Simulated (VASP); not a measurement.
A run of VASP 6.6.1 is set up as follows.

INCAR

```
SYSTEM = CuAu
PREC = Accurate
ENCUT = 520
EDIFF = 1E-7
ISMEAR = -1
SIGMA = 0.05
LREAL = .False.
LASPH = .True.
NELM = 100
ALGO = Normal
ISIF = 2
LWAVE = .False.
LCHARG = .False.
GGA = PS
NBANDS = 18
```

Contents of KPOINTS:

```
regular mesh
0
Gamma
  9 9 7
  0 0 0
```

Contents of POSCAR:

```
CuAu
1.0
    2.8293642325      0.0000000000      0.0000000000
    0.0000000000      2.8293642325      0.0000000000
    0.0000000000      0.0000000000      3.7094046847
Au Cu
1 1
Direct
    0.0000000000      0.0000000000      0.0000000000
    0.5000000000      0.5000000000      0.5000000000
```

Potentials or basis: VASP PAW PBE potentials, release 64 (Au, Cu).

Command:

```console
$ cat potpaw_PBE.64/Au/POTCAR potpaw_PBE.64/Cu/POTCAR > POTCAR
$ mpirun -np 1 vasp_std > vasp.out
```

**Question.** Predict the band gap on the k mesh.

**Answer.** Zero (band 11 reaches 11.62 eV, above the bottom of band 12 at 6.34 eV).

**Question.** Predict the pressure.

**Answer.** -6.7 GPa.

Caveat: the PAW data sets were made with another functional, which shifts forces and pressure a little; spin-orbit coupling is left out, which moves the levels of the heavy elements.
